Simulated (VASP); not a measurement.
**Tc: single point with r2SCAN**

Crystal: Tc.

```xyz
1
Lattice="0.0000 1.9305 1.9500 1.9305 0.0000 1.9500 1.9305 1.9305 0.0000" Properties=species:S:1:pos:R:3 pbc="T T T"
Tc    0.0000    0.0000    0.0000
```

This isn't the form of Tc at room conditions, which is hcp.

| Property | Result |
| --- | --- |
| Program | VASP 6.6.1 |
| Task | single point |
| Functional | r2SCAN |
| Potentials or basis | VASP PAW PBE potentials, release 64 (Tc_pv) |
| Cutoff | 550 eV |
| k mesh | 15 × 15 × 15 |
| Occupations | fermi-dirac, width 0.1 eV |
| Spin | no spin polarisation |
| Dipole correction | no |
| Further INCAR settings | ALGO = Normal; EDIFF = 1e-06; NBANDS = 12 |

* Pressure: -4.9 GPa
* Band gap on the k mesh: zero (an odd number of electrons rules out a gap without spin polarisation)

Stress tensor (GPa, compression positive):
```
-4.12  0.00  0.00
 0.00 -4.12  0.00
 0.00  0.00 -6.46
```

Levels at points of the mesh, in eV from the Fermi level:
| k point | band 4 | band 5 | band 6 | band 7 | band 8 | band 9 | band 10 | band 11 |
| --- | --- | --- | --- | --- | --- | --- | --- | --- |
| (0.00, 0.00, 0.00) | -7.89 | -1.97 | -1.83 | -1.83 | 0.82 | 0.99 | 14.59 | 20.35 |

Run time: 2.8 min on 1 thread of Intel Xeon 8259CL, on a shared host, peak memory 0.19 GiB.

Caveat: the cell stands under tension; the PAW data sets were made with another functional, which shifts forces and pressure a little.
